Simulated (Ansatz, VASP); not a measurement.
One calculation of Ca, two programs

```
Ca
1.0
     3.91931    0.00000    0.00000
    -1.95965    3.39422    0.00000
     0.00000    0.00000   12.84375
Ca
4
Direct
  0.00000 0.00000 0.00000
  0.00000 0.00000 0.50000
  0.33333 0.66667 0.25000
  0.66667 0.33333 0.75000
```

Alike in both runs: functional BLYP; k mesh 9 × 9 × 3; occupations fermi-dirac, width 0.1 eV; no spin polarisation.

Ansatz relaxed the structure, and its values are those at the end. VASP's run is a single point on that final structure, the one shown.

|  | VASP | Ansatz |
| --- | --- | --- |
| version | VASP 6.6.1 | Ansatz 0.2.0 |
| potentials or method | VASP PAW PBE potentials, release 64 (Ca_sv), cutoff 520 eV | plane waves (420 eV) with PAW, scalar-relativistic |
| valence electrons in the cell | 40 | 40 |

|  | VASP | Ansatz | Ansatz less VASP |
| --- | --- | --- | --- |
| pressure (GPa) | 0.0 | 0.0 | -0.01 |

VASP's potentials were made for PBE, not for BLYP.
